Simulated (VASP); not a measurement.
# CsCu (P-6m2) in VASP: notebook

Runs on CsCu. Level: PBE. Tasks: single point, relaxation of cell and atoms.

Program: VASP 6.6.1. These are calculated values, not measurements. Logs are shortened: lines on timing, memory, paths and dates and some standing lists are left out, and cuts for length are marked.

**1. The cell of the first run**

Symmetry: P-6m2, No. 187, hexagonal system. Conventional cell: a = 4.898 Å, b = 4.898 Å, c = 6.464 Å, α = 90.00°, β = 90.00°, γ = 120.00°. Cs (site symmetry -6m2) has 6 Cu at 4.29 Å and 6 Cs at 4.90 Å within 5.6 Å. Cu (site symmetry -6m2) has 6 Cs at 4.29 Å and 6 Cu at 4.90 Å within 5.6 Å.

The cell was built from a structure type or drawn by symmetry, and may not be a known phase.

**2. Single point, PBE**

INCAR reads:

```
SYSTEM = CsCu
PREC = Accurate
ENCUT = 520
EDIFF = 1E-7
ISMEAR = 0
SIGMA = 0.1
LREAL = .FALSE.
LASPH = .TRUE.
NELM = 100
ALGO = Fast
ISIF = 2
LWAVE = .FALSE.
LCHARG = .TRUE.
GGA = PE
LELF = .TRUE.
LVHAR = .TRUE.
NBANDS = 17
```

KPOINTS reads:

```
Automatic mesh
0
G
  6 6 4
  0 0 0
```

POSCAR reads:

```
CsCu
1.0
    4.8979081600      0.0000000000      0.0000000000
   -2.4489540800      4.2417128900      0.0000000000
    0.0000000000      0.0000000000      6.4637248900
Cs Cu
1 1
Direct
    0.3333333300      0.6666666700      0.5000000000
    0.0000000000      0.0000000000      0.0000000000
```

Potentials or basis: VASP PAW PBE potentials, release 64 (Cs_sv, Cu).

Started as:

```sh
$ cat potpaw_PBE.64/Cs_sv/POTCAR potpaw_PBE.64/Cu/POTCAR > POTCAR
$ mpirun -np 1 vasp_std > vasp.out
```

OUTCAR:

```text
SYSTEM = CsCu
   PREC = Accurate
   ENCUT = 520
   EDIFF = 1E-7
   ISMEAR = 0
   LREAL = .FALSE.
   LASPH = .TRUE.
   NELM = 100
   ISIF = 2
   GGA = PE

 ion  position               nearest neighbor table
   1  0.333  0.667  0.500-
   2  0.000  0.000  0.000-

  LATTYP: Found a hexagonal cell.
 ALAT       =     4.8979081600
 C/A-ratio  =     1.3196909127

  Lattice vectors:

 A1 = (   4.8979081600,   0.0000000000,   0.0000000000)
 A2 = (  -2.4489540800,   4.2417128900,   0.0000000000)
 A3 = (   0.0000000000,   0.0000000000,   6.4637248900)

Analysis of symmetry for initial positions (statically):
=====================================================================
 Subroutine PRICEL returns:
 Original cell was already a primitive cell.

 Routine SETGRP: Setting up the symmetry group for a
 hexagonal supercell.

 Subroutine GETGRP returns: Found 12 space group operations
 (whereof 12 operations were pure point group operations)
 out of a pool of 24 trial point group operations.

The static configuration has the point symmetry D_3h.

Analysis of symmetry for dynamics (positions and initial velocities):
=====================================================================
 Subroutine PRICEL returns:
 Original cell was already a primitive cell.

 Routine SETGRP: Setting up the symmetry group for a
 hexagonal supercell.

 Subroutine GETGRP returns: Found 12 space group operations
 (whereof 12 operations were pure point group operations)
 out of a pool of 24 trial point group operations.

The dynamic configuration has the point symmetry D_3h.

 Subroutine INISYM returns: Found 12 space group operations
 (whereof 12 operations are pure point group operations),
 and found     1 'primitive' translations

----------------------------------------------------------------------------------------

                                     Primitive cell

  volume of cell :     134.2872

  direct lattice vectors                    reciprocal lattice vectors
     4.897908160  0.000000000  0.000000000     0.204168794  0.117876908  0.000000000
    -2.448954080  4.241712890  0.000000000     0.000000000  0.235753816  0.000000000
     0.000000000  0.000000000  6.463724890     0.000000000  0.000000000  0.154709555

  length of vectors
     4.897908160  4.897908158  6.463724890     0.235753816  0.235753816  0.154709555

  position of ions in fractional coordinates (direct lattice)
     0.333333330  0.666666670  0.500000000
     0.000000000  0.000000000  0.000000000

  ion indices of the primitive-cell ions
   primitive index   ion index
                 1           1
                 2           2

----------------------------------------------------------------------------------------

 KPOINTS: Automatic mesh

Automatic generation of k-mesh.
 Grid dimensions read from file:
 generate k-points for:    6    6    4

 Generating k-lattice:

  Cartesian coordinates                     Fractional coordinates (reciprocal lattice)
     0.034028132  0.019646151  0.000000000     0.166666667  0.000000000  0.000000000
     0.000000000  0.039292303  0.000000000     0.000000000  0.166666667  0.000000000
     0.000000000  0.000000000  0.038677389     0.000000000  0.000000000  0.250000000

  Length of vectors
     0.039292303  0.039292303  0.038677389

  Shift w.r.t. Gamma in fractional coordinates (k-lattice)
     0.000000000  0.000000000  0.000000000

 Subroutine IBZKPT returns following result:
 ===========================================

 Found     21 irreducible k-points:

 Following reciprocal coordinates:
            Coordinates               Weight
  0.000000  0.000000  0.000000      1.000000
  0.166667  0.000000  0.000000      6.000000
  0.333333 -0.000000  0.000000      6.000000
  0.500000 -0.000000  0.000000      3.000000
  0.166667  0.166667  0.000000      6.000000
  0.333333  0.166667  0.000000     12.000000
[... 13 lines left out ...]
  0.333333  0.166667  0.500000     12.000000
  0.333333  0.333333  0.500000      2.000000
   k-points           NKPTS =     21   k-points in BZ     NKDIM =     21   number of bands    NBANDS=     17
   number of dos      NEDOS =    301   number of ions     NIONS =      2
   total plane-waves  NPLWV =  62208
   dimension x,y,z NGX =    36 NGY =   36 NGZ =   48
   dimension x,y,z NGXF=    72 NGYF=   72 NGZF=   96
   ions per type =               1   1
   NGX,Y,Z   is equivalent  to a cutoff of  12.22, 12.22, 12.35 a.u.
   NGXF,Y,Z  is equivalent  to a cutoff of  24.44, 24.44, 24.69 a.u.
 SYSTEM =  CsCu
   PREC   = accura    normal or accurate (medium, high low for compatibility)
   ISTART =      0    job   : 0-new  1-cont  2-samecut
   ICHARG =      2    charge: 1-file 2-atom 10-const
   ISPIN  =      1    spin polarized calculation?
   LNONCOLLINEAR =      F non collinear calculations
   LSORBIT =      F    spin-orbit coupling
   LASPH  =      T    aspherical Exc in radial PAW
   ENCUT  =  520.0 eV  38.22 Ry    6.18 a.u.   9.11  9.11 12.02*2*pi/ulx,y,z
   NELM   =    100;   NELMIN=  2; NELMDL= -5     # of ELM steps
   EDIFF  = 0.1E-06   stopping-criterion for ELM
   LREAL  =      F    real-space projection
   EDIFFG = 0.1E-05   stopping-criterion for IOM
   NSW    =      0    number of steps for IOM
   IBRION =     -1    ionic relax: 0-MD 1-quasi-New 2-CG
   NFREE  =      0    steps in history (QN), initial steepest desc. (CG)
   ISIF   =      2    stress and relaxation
   ISYM   =      2    0-nonsym 1-usesym 2-fastsym
   POTIM  = 0.5000    time-step for ionic-motion
   TEBEG  =    0.0;   TEEND  =   0.0 temperature during run
   PSTRESS=    0.0 pullay stress
   NELECT =      20.0000    total number of electrons
   NUPDOWN=      -1.0000    fix difference up-down
   EMIN   =  10.00;   EMAX   =-10.00  energy-range for DOS
   EFERMI =   0.00;   METHOD = LEGACY
   ISMEAR =     0;   SIGMA  =   0.10  broadening in eV -4-tet -1-fermi 0-gaus
   EFERMI_NEDOS =   21; number of points for ismear=-14 and -15
   IALGO  =     68    algorithm
   IMIX   =      4    mixing-type and parameters
     AMIX     =   0.40;   BMIX     =  1.00
     AMIX_MAG =   1.60;   BMIX_MAG =  1.00
  volume/ion in A,a.u.               =      67.14       453.11
  Fermi-wavevector in a.u.,A,eV,Ry     =   0.867774  1.639855 10.245616  0.753032
  Thomas-Fermi vector in A             =   1.986356
   LORBIT       =      0    0 simple, 1 ext, 2 COOP (PROOUT), +10 PAW based schemes
   GGA     = PE    functional components
   LHFCALC =     F    Hartree Fock is set to
   AEXX    =    0.0000 exact exchange contribution
   IVDW    =     0    specifies the selected vdW correction
   LEPSILON=     F    determine dielectric tensor
   LRPA    =     F    only Hartree local field effects (RPA)
 non-spin polarized calculation
 RMM-DIIS sequential band-by-band and
 Gauss-broadening in eV      SIGMA  =   0.10
  energy-cutoff  :      520.00
  volume of cell :      134.29
 maximum number of plane-waves:      3648
   NGX = 19   NGY = 19   NGZ = 25

 number of electron      20.0000009 magnetization

 Free energy of the ion-electron system (eV)
  ---------------------------------------------------
  ext. energy  EPLUGINS =         0.00000000
  ---------------------------------------------------
  free energy    TOTEN  =        -3.05889068 eV

  energy without entropy =       -3.05717761  energy(sigma->0) =       -3.05803415

 E-fermi :  -0.2622     XC(G=0):  -6.0280

 val. band max:       -0.3189692270   @ k =   0.3333   0.3333   0.0000
 cond. band min:       0.0267752499   @ k =   0.1667   0.0000   0.5000
 fundamental gap:      0.3457444769
 Fermi energy:        -0.2621775952

 k-point     1 :       0.0000    0.0000    0.0000
  band No.  band energies     occupation
      1     -23.3978      2.00000
      2     -10.1214      2.00000
      3     -10.1214      2.00000
      4     -10.0658      2.00000
      5      -2.0425      2.00000
      6      -0.8436      2.00000
[... 9 lines left out ...]
     16       4.9407      0.00000
     17       5.2614      0.00000

 k-point     2 :       0.1667    0.0000    0.0000
  band No.  band energies     occupation
      1     -23.3935      2.00000
      2     -10.1940      2.00000
      3     -10.1378      2.00000
      4     -10.0550      2.00000
      5      -1.7991      2.00000
      6      -0.8261      2.00000
[... 9 lines left out ...]
     16       4.7898      0.00000
     17       5.1248      0.00000

 k-point     3 :       0.3333   -0.0000    0.0000
  band No.  band energies     occupation
      1     -23.3847      2.00000
      2     -10.3328      2.00000
      3     -10.1703      2.00000
      4     -10.0333      2.00000
      5      -1.2185      2.00000
      6      -0.7914      2.00000
[... 9 lines left out ...]
     16       4.5374      0.00000
     17       5.1498      0.00000

 k-point     4 :       0.5000   -0.0000    0.0000
  band No.  band energies     occupation
      1     -23.3803      2.00000
      2     -10.3994      2.00000
      3     -10.1863      2.00000
      4     -10.0224      2.00000
      5      -0.9474      2.00000
      6      -0.7927      2.00000
[... 9 lines left out ...]
     16       4.5335      0.00000
     17       5.0234      0.00000

 k-point     5 :       0.1667    0.1667    0.0000
  band No.  band energies     occupation
      1     -23.3869      2.00000
      2     -10.2855      2.00000
      3     -10.1763      2.00000
      4     -10.0388      2.00000
      5      -1.3775      2.00000
      6      -0.7965      2.00000
[... 9 lines left out ...]
     16       4.2628      0.00000
     17       5.1581      0.00000

 k-point     6 :       0.3333    0.1667    0.0000
  band No.  band energies     occupation
      1     -23.3803      2.00000
      2     -10.3647      2.00000
      3     -10.2238      2.00000
      4     -10.0224      2.00000
      5      -0.9445      2.00000
      6      -0.7965      2.00000
[... 9 lines left out ...]
     16       4.0684      0.00000
     17       6.0401      0.00000

 k-point     7 :       0.3333    0.3333    0.0000
  band No.  band energies     occupation
      1     -23.3781      2.00000
      2     -10.3188      2.00000
      3     -10.3137      2.00000
      4     -10.0170      2.00000
      5      -0.8824      2.00000
      6      -0.8054      2.00000
[... 9 lines left out ...]
     16       3.9146      0.00000
     17       4.9115      0.00000

 k-point     8 :       0.0000    0.0000    0.2500
  band No.  band energies     occupation
      1     -23.3978      2.00000
      2     -10.1212      2.00000
      3     -10.1212      2.00000
      4     -10.0737      2.00000
      5      -1.7905      2.00000
      6      -0.8326      2.00000
[... 9 lines left out ...]
     16       4.6817      0.00000
     17       5.7182      0.00000
[... 143 lines left out ...]
      1     -23.3933      2.00000
      2     -10.1929      2.00000
      3     -10.1373      2.00000
      4     -10.0694      2.00000
      5      -1.2468      2.00000
      6      -0.8020      2.00000
[... 9 lines left out ...]
     16       4.0762      0.00000
     17       5.2565      0.00000

 k-point    17 :       0.3333   -0.0000    0.5000
  band No.  band energies     occupation
      1     -23.3846      2.00000
      2     -10.3308      2.00000
      3     -10.1697      2.00000
      4     -10.0449      2.00000
      5      -0.9951      2.00000
      6      -0.8092      2.00000
[... 9 lines left out ...]
     16       4.6798      0.00000
     17       4.8483      0.00000

 k-point    18 :       0.5000   -0.0000    0.5000
  band No.  band energies     occupation
      1     -23.3802      2.00000
      2     -10.3970      2.00000
      3     -10.1857      2.00000
      4     -10.0325      2.00000
      5      -0.9283      2.00000
      6      -0.8188      2.00000
[... 9 lines left out ...]
     16       4.7770      0.00000
     17       6.2440      0.00000

 k-point    19 :       0.1667    0.1667    0.5000
  band No.  band energies     occupation
      1     -23.3868      2.00000
      2     -10.2838      2.00000
      3     -10.1756      2.00000
      4     -10.0510      2.00000
      5      -1.0436      2.00000
      6      -0.7999      2.00000
[... 9 lines left out ...]
     16       4.4637      0.00000
     17       5.2176      0.00000

 k-point    20 :       0.3333    0.1667    0.5000
  band No.  band energies     occupation
      1     -23.3802      2.00000
      2     -10.3625      2.00000
      3     -10.2229      2.00000
      4     -10.0325      2.00000
      5      -0.9066      2.00000
      6      -0.8079      2.00000
[... 9 lines left out ...]
     16       4.9483      0.00000
     17       5.2871      0.00000

 k-point    21 :       0.3333    0.3333    0.5000
  band No.  band energies     occupation
      1     -23.3780      2.00000
      2     -10.3165      2.00000
      3     -10.3126      2.00000
      4     -10.0264      2.00000
      5      -0.8763      2.00000
      6      -0.7945      2.00000
[... 9 lines left out ...]
     16       4.9345      0.00000
     17       5.0149      0.00000

------------------------ aborting loop because EDIFF is reached ----------------------------------------

  FORCE on cell =-STRESS in cart. coord.  units (eV):
  Direction    XX          YY          ZZ          XY          YZ          ZX
  --------------------------------------------------------------------------------------
  -------------------------------------------------------------------------------------
  Total        0.0942064      0.0942064     -3.1356765     -0.0000000      0.0000000      0.0000000
  in kB        1.1239742      1.1239742    -37.4116671     -0.0000000      0.0000000      0.0000000
  external PRESSURE =     -11.7212396 kB  Pullay stress =       0.0000000 kB

 VOLUME and BASIS-vectors are now :
 -----------------------------------------------------------------------------
  energy-cutoff  :      520.00
  volume of cell :      134.29
      direct lattice vectors                 reciprocal lattice vectors
     4.897908160  0.000000000  0.000000000     0.204168794  0.117876908  0.000000000
    -2.448954080  4.241712890  0.000000000     0.000000000  0.235753816  0.000000000
     0.000000000  0.000000000  6.463724890     0.000000000  0.000000000  0.154709555

 POSITION                                       TOTAL-FORCE (eV/Angst)
 -----------------------------------------------------------------------------------
     -0.00000      2.82781      3.23186         0.000000     -0.000000      0.000000
      0.00000      0.00000      0.00000        -0.000000      0.000000      0.000000
 -----------------------------------------------------------------------------------
    total drift:                                0.000015     -0.000008     -0.000000

  FREE ENERGIE OF THE ION-ELECTRON SYSTEM (eV)
  ---------------------------------------------------
  free  energy   TOTEN  =        -3.0588906843 eV

  energy  without entropy=       -3.0571776146  energy(sigma->0) =       -3.05803415
```

Run time: 29 s. Hardware: 1 thread of Intel Xeon 6975P-C (Granite Rapids), shared host; peak memory 0.26 GiB.

Results:

- Free energy: -3.0589 eV
- Pressure: -1.2 GPa
- Band gap on the k mesh: zero (bands 10 and 11 overlap by 0.03 eV)

Levels at points of the mesh, in eV from the Fermi level:
```tsv
k point	band 6	band 7	band 8	band 9	band 10	band 11	band 12	band 13	band 14	band 15
(0.00, 0.00, 0.00)	-0.58	-0.49	-0.49	-0.44	-0.44	1.50	2.66	3.43	3.43	5.20
(0.50, 0.00, 0.00)	-0.53	-0.51	-0.51	-0.38	-0.18	1.24	2.15	2.53	4.59	4.69
(0.00, 0.00, 0.50)	-0.54	-0.49	-0.49	-0.44	-0.44	-0.09	3.62	3.62	3.64	4.72
(0.50, 0.00, 0.50)	-0.56	-0.50	-0.50	-0.38	-0.20	1.40	1.99	2.80	3.65	4.55
```

Caveat: spin-orbit coupling is left out, which moves the levels of the heavy elements.

**3. Single point, PBE**

This run uses another cell than the first one, of 50.56 Å³/atom.

INCAR reads:

```
SYSTEM = CsCu
  ALGO = Normal
  EDIFF = 1E-6
  ENCUT = 520
  GGA = PE
  ISIF = 2
  ISMEAR = 0
  LASPH = .True.
  LCHARG = .True.
  LELF = .True.
  LREAL = .False.
  LVHAR = .True.
  LWAVE = .False.
  NBANDS = 17
  NELM = 60
  PREC = Accurate
  SIGMA = 0.02
```

KPOINTS reads:

```
k-points
0
Gamma
  6 6 6
  0 0 0
```

POSCAR reads:

```
CsCu
1.0
    5.0531148693      0.0000000000      0.0000000000
   -2.5265574347      4.3761258451      0.0000000000
    0.0000000000      0.0000000000      4.5724842304
Cs Cu
1 1
Direct
    0.3333333333      0.6666666667      0.5000000000
    0.0000000000      0.0000000000      0.0000000000
```

Potentials or basis: VASP PAW PBE potentials, release 64 (Cs_sv, Cu).

Started as:

```sh
$ cat potpaw_PBE.64/Cs_sv/POTCAR potpaw_PBE.64/Cu/POTCAR > POTCAR
$ mpirun -np 1 vasp_std > vasp.out
```

Wall time 27 s (1 thread of Intel Xeon 6975P-C (Granite Rapids), shared host); peak memory 0.25 GiB.

The run converged. Its results:

```yaml
Free_energy: -3.5900 eV
Pressure: 0.0 GPa
Band_gap_on_the_k_mesh: 1.19 eV
```

Levels at points of the mesh, in eV from the valence-band top:
```csv
k point,band 6,band 7,band 8,band 9,band 10,band 11,band 12,band 13,band 14,band 15
"(0.00, 0.00, 0.00)",-0.53,-0.40,-0.40,-0.40,-0.40,3.62,3.68,3.68,5.78,5.95
"(0.50, 0.00, 0.00)",-0.49,-0.42,-0.39,-0.37,-0.23,1.60,3.68,4.42,4.74,6.66
"(0.00, 0.00, 0.50)",-0.45,-0.45,-0.44,-0.44,0.00,1.19,4.49,4.49,5.12,5.12
"(0.50, 0.00, 0.50)",-0.46,-0.40,-0.37,-0.35,-0.16,2.43,2.91,3.36,4.53,7.16
```

Caveat: spin-orbit coupling is left out, which moves the levels of the heavy elements. A k mesh can miss the band edges.

(Part 1 of 2 ends here.)
